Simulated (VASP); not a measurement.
The system is ZnO.

```
Zn O
1.0
     5.51757    0.00000    0.00000
     0.00000    5.51757    0.00000
     0.00000    0.00000    3.25878
Zn O
4 4
Direct
  0.18197 0.18197 0.50000
  0.81803 0.81803 0.50000
  0.68197 0.31803 0.00000
  0.31803 0.68197 0.00000
  0.81725 0.18275 0.50000
  0.18275 0.81725 0.50000
  0.68275 0.68275 0.00000
  0.31725 0.31725 0.00000
```

```yaml
Program: VASP 6.6.1
Task: relaxation of cell and atoms
Functional: PBE
Potentials_or_basis: VASP PAW PBE potentials, release 64 (Zn, O)
Cutoff: 600 eV
k_mesh: 2 × 2 × 4
Occupations: gaussian, width 0.02 eV
Spin: no spin polarisation
```

At the start: pressure 5.9 GPa; volume 12.40 Å³/atom.

Q: How do energy, volume and symmetry change on relaxing?

A: Over 9 steps the energy falls by 9.7 meV/atom and the volume is 12.96 Å³/atom (+4.5 %); space group P4_2/mnm (No. 136, to 0.1 Å) before and after.

The path:
```
step  energy change (eV)  largest force (eV/Å)  pressure (GPa)  volume (Å³)
   1              0.0000                0.0288            5.89        99.21
   2             -0.0563                0.0345           -2.61       105.90
   3             -0.0760                0.0227            0.04       103.53
   4             -0.0760                0.0232           -0.07       103.62
   5             -0.0766                0.0352           -0.07       103.66
   6             -0.0771                0.0549           -0.08       103.72
   7             -0.0776                0.0347           -0.03       103.69
   8             -0.0779                0.0076            0.12       103.63
   9             -0.0780                0.0078            0.02       103.72
```

Final structure:
```
CELL_PARAMETERS angstrom
5.61557 0.00000 0.00000
0.00000 5.61557 0.00000
0.00000 0.00000 3.28906
ATOMIC_POSITIONS crystal
Zn 0.18160 0.18160 0.50000
Zn 0.81840 0.81840 0.50000
Zn 0.68160 0.31840 0.00000
Zn 0.31840 0.68160 0.00000
O 0.81840 0.18160 0.50000
O 0.18160 0.81840 0.50000
O 0.68160 0.68160 0.00000
O 0.31840 0.31840 0.00000
```

Caveat: the k points lie up to 0.56 Å⁻¹ apart in the final cell.
